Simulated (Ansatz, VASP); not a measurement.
**One calculation of SiO2, two programs**

```xyz
12
Lattice="4.9501 0.0000 0.0000 0.0000 4.9501 0.0000 0.0000 0.0000 6.9259" Properties=species:S:1:pos:R:3 pbc="T T T"
Si    1.5185    1.5185    0.0000
Si    0.9566    3.9935    1.7315
Si    3.4316    3.4316    3.4630
Si    3.9935    0.9566    5.1944
O     1.1686    0.5926    1.2904
O     1.8824    3.6436    3.0219
O     3.7815    4.3575    4.7534
O     3.0677    1.3065    6.4849
O     3.6436    1.8824    3.9040
O     4.3575    3.7815    2.1725
O     1.3065    3.0677    0.4410
O     0.5926    1.1686    5.6355
```

Alike in both runs: task electric field gradients; functional r2SCAN; k mesh 5 × 5 × 4; occupations fermi-dirac, width 0.02 eV; no spin polarisation.

```csv
,VASP,Ansatz
version,VASP 6.6.1,Ansatz 0.2.0
potentials or method,"VASP PAW PBE potentials, release 64 (Si, O)","plane-wave PAW, scalar-relativistic"
plane-wave cutoff (eV),520,500
valence electrons in the cell,64,64
```

|  | VASP | Ansatz | Ansatz less VASP |
| --- | --- | --- | --- |
| gap on the k mesh at the Fermi level (eV) | 6.28 | 6.28 | 0.000 |
| pressure (GPa) | -3.2 | -3.7 | -0.44 |
| traceless stress, the component that is largest in VASP (GPa) | -0.80 | -0.77 | +0.022 |
| rms of the force components (eV/Å) | 0.145 | 0.152 | +0.0068 |
| size of Vzz on the site where it differs most (V/Å²) | 88.0 | 96.0 | +7.94 |

VASP's potentials were made for PBE, not for r2SCAN. Atom by atom the forces differ by 0.013 eV/Å (rms over components).
